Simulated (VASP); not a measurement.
Crystal: Li.

```
Li
1.0
     5.57701    0.00000    0.00000
    -2.78850    4.82983    0.00000
     0.00000    0.00000    4.91298
Li
6
Cartesian
  2.5198 0.0000 1.2282
  -1.2599 2.1822 1.2282
  1.5286 2.6476 1.2282
  3.0572 0.0000 3.6847
  -1.5286 2.6476 3.6847
  1.2599 2.1822 3.6847
```

* Program: VASP 6.6.1
* Task: relaxation of cell and atoms
* Functional: PBE
* Potentials or basis: VASP PAW PBE potentials, release 64 (Li_sv)
* Cutoff: 600 eV
* k mesh: 6 × 6 × 4
* Occupations: gaussian, width 0.1 eV
* Spin: no spin polarisation

At the start: pressure 1.5 GPa; volume 22.06 Å³/atom.

Task: Where does the relaxation end?

Result: Over 13 steps the energy falls by 241.2 meV/atom and the volume is 20.25 Å³/atom (-8.2 %); space group P6_3/mmc (No. 194, to 0.05 Å).

The path:
| step | energy change (eV) | largest force (eV/Å) | pressure (GPa) | volume (Å³) |
| --- | --- | --- | --- | --- |
| 1 | 0.0000 | 0.4029 | 1.48 | 132.34 |
| 2 | -0.1449 | 0.3804 | 0.99 | 136.24 |
| 3 | -0.3396 | 0.3436 | -0.22 | 147.08 |
| 4 | -0.3466 | 0.3399 | -0.44 | 149.20 |
| 5 | -0.4268 | 0.3529 | -0.55 | 148.92 |
| 6 | -0.6752 | 0.3563 | -0.91 | 148.10 |
| 7 | -1.1038 | 0.2322 | -1.61 | 146.45 |
| 8 | -1.0153 | 0.4231 | -1.12 | 143.10 |
| 9 | -1.2715 | 0.0540 | -1.87 | 145.21 |
| 10 | -1.4147 | 0.0442 | -0.93 | 129.94 |
| 11 | -1.4280 | 0.0967 | -0.45 | 124.86 |
| 12 | -1.4404 | 0.0535 | -0.33 | 123.41 |
| 13 | -1.4470 | 0.0048 | -0.14 | 121.47 |

Final structure:
```xyz
6
Lattice="5.2836 0.0000 0.0000 -2.6418 4.5757 0.0000 0.0000 0.0000 5.0244" Properties=species:S:1:pos:R:3 pbc="T T T"
Li    1.7636    0.0000    1.2561
Li    4.4018    1.5273    1.2561
Li    1.7600    3.0484    1.2561
Li    0.8782    4.5757    3.7683
Li   -1.7600    3.0484    3.7683
Li    0.8818    1.5273    3.7683
```

Caveat: the cutoff is under 1.25 times the usual one of these potentials, so pressure, stress and relaxed cells hold a basis-set (Pulay) error.
